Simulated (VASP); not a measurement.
# PtF2 (Cmmm) in VASP: settings compared, part 2 of 2

VASP 6.6.1.

## 4. Relaxation of cell and atoms, PBE

This run uses another cell than the first one, of 19.28 Å³/atom.

INCAR

```
ALGO = Normal ; EDIFF = 1E-7
EDIFFG = -0.04 ; ENCUT = 600
GGA = PE ; GGA_COMPAT = F
IBRION = 2 ; ISIF = 3
ISMEAR = 0 ; LASPH = T
LCHARG = F ; LREAL = F
LWAVE = F ; NELM = 120
NELMIN = 4 ; NSW = 90
PREC = Accurate ; SIGMA = 0.1
```

KPOINTS

```
k-points
0
Gamma
  4 4 6
```

POSCAR

```
PtF2
1.0
    2.8619924967     -3.2370228978      0.0000000000
    2.8619924967      3.2370228978      0.0000000000
    0.0000000000      0.0000000000      3.1215172646
Pt F
1 2
Direct
    0.5000000000      0.5000000000      0.5000000000
    0.7241820983      0.7241820983      0.0000000000
    0.2758179017      0.2758179017      0.0000000000
```

Potentials or basis: VASP PAW PBE potentials, release 64 (Pt_sv_GW, F).

Run with:

```sh
$ cat potpaw_PBE.64/Pt_sv_GW/POTCAR potpaw_PBE.64/F/POTCAR > POTCAR
$ mpirun -np 1 vasp_std > vasp.out
```

OUTCAR:

```text
EDIFF = 1E-7
   EDIFFG = -0.04
   ENCUT = 600
   GGA = PE
   IBRION = 2
   ISIF = 3
   ISMEAR = 0
   LASPH = T
   LREAL = F
   NELM = 120
   NELMIN = 4
   NSW = 90
   PREC = Accurate

 ion  position               nearest neighbor table
   1  0.500  0.500  0.500-   2 2.02   3 2.02   2 2.02   3 2.02
   2  0.724  0.724  0.000-   1 2.02   1 2.02
   3  0.276  0.276  0.000-   1 2.02   1 2.02

  LATTYP: Found a base centered orthorhombic cell.
 ALAT       =     5.7239849934
 B/A-ratio  =     1.1310382195
 C/A-ratio  =     0.5453398757

  Lattice vectors:

 A1 = (   2.8619924967,  -3.2370228978,   0.0000000000)
 A2 = (   2.8619924967,   3.2370228978,   0.0000000000)
 A3 = (   0.0000000000,   0.0000000000,   3.1215172646)

Analysis of symmetry for initial positions (statically):
=====================================================================
 Subroutine PRICEL returns:
 Original cell was already a primitive cell.

 Routine SETGRP: Setting up the symmetry group for a
 base centered orthorhombic supercell.

 Subroutine GETGRP returns: Found  8 space group operations
 (whereof  8 operations were pure point group operations)
 out of a pool of  8 trial point group operations.

The static configuration has the point symmetry D_2h.

Analysis of symmetry for dynamics (positions and initial velocities):
=====================================================================
 Subroutine PRICEL returns:
 Original cell was already a primitive cell.

 Routine SETGRP: Setting up the symmetry group for a
 base centered orthorhombic supercell.

 Subroutine GETGRP returns: Found  8 space group operations
 (whereof  8 operations were pure point group operations)
 out of a pool of  8 trial point group operations.

The dynamic configuration has the point symmetry D_2h.

 Subroutine INISYM returns: Found  8 space group operations
 (whereof  8 operations are pure point group operations),
 and found     1 'primitive' translations

[... 124 lines left out ...]
   IVDW    =     0    specifies the selected vdW correction
   LEPSILON=     F    determine dielectric tensor
   LRPA    =     F    only Hartree local field effects (RPA)
 conjugate gradient relaxation of ions
 non-spin polarized calculation
 Gauss-broadening in eV      SIGMA  =   0.10
  energy-cutoff  :      600.00
  volume of cell :       57.84
 maximum number of plane-waves:      1952
 NGX is ok and might be reduce to    36
   NGX = 17   NGY = 17   NGZ = 13

--------------------------------------- Ionic step        1  -------------------------------------------

 number of electron      31.9999993 magnetization

 Free energy of the ion-electron system (eV)
  ---------------------------------------------------
  ext. energy  EPLUGINS =         0.00000000
  ---------------------------------------------------
  free energy    TOTEN  =       -12.14540502 eV

  energy without entropy =      -12.14540502  energy(sigma->0) =      -12.14540502

------------------------ aborting loop because EDIFF is reached ----------------------------------------

  FORCE on cell =-STRESS in cart. coord.  units (eV):
  Direction    XX          YY          ZZ          XY          YZ          ZX
  --------------------------------------------------------------------------------------
  -------------------------------------------------------------------------------------
  Total        0.0665327     -0.0648735      0.0004798      0.0000000      0.0000000      0.0000000
  in kB        1.8430448     -1.7970821      0.0132903      0.0000000      0.0000000      0.0000000
  external PRESSURE =       0.0197510 kB  Pullay stress =       0.0000000 kB
[... 98 lines left out ...]
--------------------------------------- Ionic step        4  -------------------------------------------

 number of electron      31.9999993 magnetization

 Free energy of the ion-electron system (eV)
  ---------------------------------------------------
  ext. energy  EPLUGINS =         0.00000000
  ---------------------------------------------------
  free energy    TOTEN  =       -12.14595941 eV

  energy without entropy =      -12.14595941  energy(sigma->0) =      -12.14595941

 E-fermi :   0.4808     XC(G=0):  -8.5499

 val. band max:        0.0653791377   @ k =   0.5000   0.5000   0.0000
 cond. band min:       1.2514646702   @ k =   0.2500   0.2500   0.5000
 fundamental gap:      1.1860855325
 Fermi energy:         0.4807991381

 k-point     1 :       0.0000    0.0000    0.0000
  band No.  band energies     occupation
      1     -97.5460      2.00000
      2     -52.2290      2.00000
      3     -52.0499      2.00000
      4     -50.8177      2.00000
      5     -24.0776      2.00000
      6     -23.4005      2.00000
[... 541 lines left out ...]
     19       7.2615      0.00000
     20       9.4499      0.00000

 [... further k-points ...]

------------------------ aborting loop because EDIFF is reached ----------------------------------------

  FORCE on cell =-STRESS in cart. coord.  units (eV):
  Direction    XX          YY          ZZ          XY          YZ          ZX
  --------------------------------------------------------------------------------------
  -------------------------------------------------------------------------------------
  Total       -0.1001188     -0.0580210     -0.1082173      0.0000000      0.0000000      0.0000000
  in kB       -2.7792812     -1.6106539     -3.0040956      0.0000000      0.0000000      0.0000000
  external PRESSURE =      -2.4646769 kB  Pullay stress =       0.0000000 kB
[... 18 lines left out ...]
  FREE ENERGIE OF THE ION-ELECTRON SYSTEM (eV)
  ---------------------------------------------------
  free  energy   TOTEN  =       -12.1459594117 eV

  energy  without entropy=      -12.1459594117  energy(sigma->0) =      -12.14595941

 reached required accuracy - stopping structural energy minimisation
```

OSZICAR:

```text
N       E                     dE             d eps       ncg     rms          rms(c)
DAV:   1     0.326129938814E+03    0.32613E+03   -0.23135E+04  1296   0.176E+03
DAV:   2     0.184034356457E+01   -0.32429E+03   -0.31451E+03  1352   0.500E+02
DAV:   3    -0.158082127531E+02   -0.17649E+02   -0.17224E+02  1332   0.114E+02
DAV:   4    -0.160511097562E+02   -0.24290E+00   -0.24238E+00  1204   0.135E+01
[... 32 lines left out ...]
DAV:   5    -0.121459563574E+02   -0.76133E-05   -0.23545E-05  1232   0.478E-02    0.335E-02
DAV:   6    -0.121459593992E+02   -0.30417E-05   -0.22279E-06  1216   0.155E-02    0.103E-02
DAV:   7    -0.121459595238E+02   -0.12461E-06   -0.90764E-08   864   0.335E-03    0.585E-03
DAV:   8    -0.121459594043E+02    0.11952E-06   -0.20997E-08   584   0.151E-03    0.957E-04
DAV:   9    -0.121459594117E+02   -0.74642E-08   -0.85480E-09   584   0.840E-04
   4 F= -.12145959E+02 E0= -.12145959E+02  d E =-.250313E-03
```

Run time: 38 s. Hardware: 1 thread of Intel Xeon 6975P-C (Granite Rapids), shared host; peak memory 0.2 GiB.

Results:

| Item | Value |
| --- | --- |
| Free energy | -12.1460 eV |
| Relaxed volume | 19.24 Å³/atom |
| Relaxed cell | a = 4.318 Å, b = 4.318 Å, c = 3.118 Å, α = 90.00°, β = 90.00°, γ = 96.88° |
| Space group after relaxing (to 0.1 Å) | Cmmm (No. 65) |
| Energy gained by relaxing | 0.2 meV/atom |
| Ionic steps | 4 |
| Pressure after relaxing | -0.2 GPa |
| Largest force after relaxing | 0.007 eV/Å |
| Band gap on the k mesh | 1.19 eV (least direct gap 1.31 eV) |

Forces in eV/Å, atoms in the order of the input:
```
Pt   0.000  0.000  0.000
F    0.007  0.000  0.000
F   -0.007  0.000  0.000
```

Step by step:
```csv
step,energy change (eV),largest force (eV/Å),pressure (GPa),volume (Å³)
1,0.0000,0.0717,0.00,57.84
2,-0.0003,0.0036,-0.33,57.84
3,-0.0003,0.0069,-0.32,57.84
4,-0.0006,0.0066,-0.25,57.72
```

Final structure:
```yaml
crystal:
  lattice:
    - [2.86445, -3.23100, 0.00000]
    - [2.86445, 3.23100, 0.00000]
    - [0.00000, 0.00000, 3.11807]
  atoms:
    - { symbol: Pt, position: [0.50000, 0.50000, 0.50000] }
    - { symbol: F, position: [0.72506, 0.72506, 0.00000] }
    - { symbol: F, position: [0.27494, 0.27494, 0.00000] }
```

Levels at points of the mesh, in eV from the valence-band top:
| k point | band 12 | band 13 | band 14 | band 15 | band 16 | band 17 | band 18 | band 19 | band 20 |
| --- | --- | --- | --- | --- | --- | --- | --- | --- | --- |
| (0.00, 0.00, 0.00) | -4.29 | -1.42 | -0.80 | -0.79 | -0.10 | 2.27 | 2.70 | 7.53 | 11.68 |
| (0.50, 0.00, 0.00) | -4.55 | -1.36 | -0.82 | -0.46 | -0.06 | 2.25 | 4.03 | 5.31 | 10.73 |
| (0.50, 0.50, 0.00) | -4.26 | -1.38 | -0.85 | -0.35 | 0.00 | 2.28 | 4.83 | 5.96 | 7.41 |
| (0.00, 0.00, 0.50) | -4.41 | -1.29 | -1.28 | -0.35 | -0.33 | 1.33 | 6.50 | 7.59 | 10.83 |
| (0.50, 0.00, 0.50) | -4.22 | -1.27 | -1.05 | -0.23 | -0.16 | 1.19 | 6.95 | 7.20 | 9.38 |
| (0.50, 0.50, 0.50) | -3.92 | -1.12 | -0.92 | -0.18 | -0.02 | 1.29 | 6.59 | 7.34 | 10.29 |

Caveat: spin-orbit coupling is left out, which moves the levels of the heavy elements.

## 5. Single point, PBE

INCAR

```
ALGO = Normal
EDIFF = 1E-6
ENCUT = 600
GGA = PE
GGA_COMPAT = False
ISIF = 2
ISMEAR = 0
LASPH = True
LCHARG = False
LREAL = False
LWAVE = False
NBANDS = 23
NELM = 120
PREC = Accurate
SIGMA = 0.02
```

KPOINTS

```
k-points
0
Gamma
  6 6 10
```

POSCAR

```
PtF2
1.0
    2.9572437471     -3.4322621101      0.0000000000
    2.9572437471      3.4322621101      0.0000000000
    0.0000000000      0.0000000000      3.1120110748
Pt F
1 2
Direct
    0.5000000000      0.5000000000      0.5000000000
    0.7178514014      0.7178514014      0.0000000000
    0.2821485986      0.2821485986      0.0000000000
```

Run with:

```sh
$ cat potpaw_PBE.64/Pt_sv_GW/POTCAR potpaw_PBE.64/F/POTCAR > POTCAR
$ mpirun -np 1 vasp_std > vasp.out
```

Wall time 3.4 min (1 thread of AMD EPYC 7R43 (Zen 3), shared host); peak memory 0.24 GiB.

The run converged. Its results:

| Property | Result |
| --- | --- |
| Free energy | -12.1508 eV |
| Pressure | -0.1 GPa |
| Largest force | 0.065 eV/Å |
| Band gap on the k mesh | 1.24 eV (least direct gap 1.36 eV) |

Forces in eV/Å, atoms in the order of the input:
```
Pt   0.000  0.000  0.000
F    0.065  0.000  0.000
F   -0.065  0.000  0.000
```

Stress tensor (GPa, compression positive):
```
-0.10  0.00  0.00
 0.00 -0.44  0.00
 0.00  0.00  0.19
```

Levels at points of the mesh, in eV from the valence-band top:
```csv
k point,band 14,band 15,band 16,band 17,band 18,band 19
"(0.00, 0.00, 0.00)",-0.79,-0.74,-0.06,2.30,2.77,7.34
"(0.50, 0.00, 0.00)",-0.81,-0.48,-0.03,2.29,3.96,5.23
"(0.50, 0.50, 0.00)",-0.82,-0.37,0.00,2.31,4.60,5.71
"(0.00, 0.00, 0.50)",-1.21,-0.30,-0.29,1.34,6.57,7.57
"(0.50, 0.00, 0.50)",-1.05,-0.22,-0.16,1.24,6.97,7.28
"(0.50, 0.50, 0.50)",-0.96,-0.19,-0.05,1.32,6.69,7.34
```

Caveat: spin-orbit coupling is left out, which moves the levels of the heavy elements. A k mesh can miss the band edges.

## 6. The runs side by side

```csv
task,level,cell,k mesh,smearing,gap on the mesh (eV),pressure (GPa),largest force (eV/Å)
single point,PBEsol,"a = 4.531, b = 4.531, c = 3.112 Å, angles 90.0, 90.0, 98.5°, 3 atoms",6 × 6 × 10,gaussian 0.02 eV,1.17,-3.2,0.43
single point,PBE,"a = 4.321, b = 4.321, c = 3.122 Å, angles 90.0, 90.0, 97.0°, 3 atoms",6 × 6 × 4,gaussian 0.1 eV,1.18,0.0,0.07
relaxation of cell and atoms,PBE,"relaxed from a = 4.321, b = 4.321, c = 3.122 Å, angles 90.0, 90.0, 97.0°, 3 atoms",4 × 4 × 6,gaussian 0.1 eV,1.19,-0.2,0.01
single point,PBE,"a = 4.531, b = 4.531, c = 3.112 Å, angles 90.0, 90.0, 98.5°, 3 atoms",6 × 6 × 10,gaussian 0.02 eV,1.24,-0.1,0.06
```

Alike in all rows: potentials or basis VASP PAW PBE potentials, release 64 (Pt_sv_GW, F); no spin polarisation; cutoff (eV) 600.

Caveats: some runs use coarse meshes; spin-orbit coupling is left out, which moves the levels of the heavy elements; the cell stands under tension (at least some runs); the PAW data sets were made with another functional, which shifts forces and pressure a little (at least some runs).

Total energies depend on the potentials used, so only differences within one code and one set of settings carry meaning.
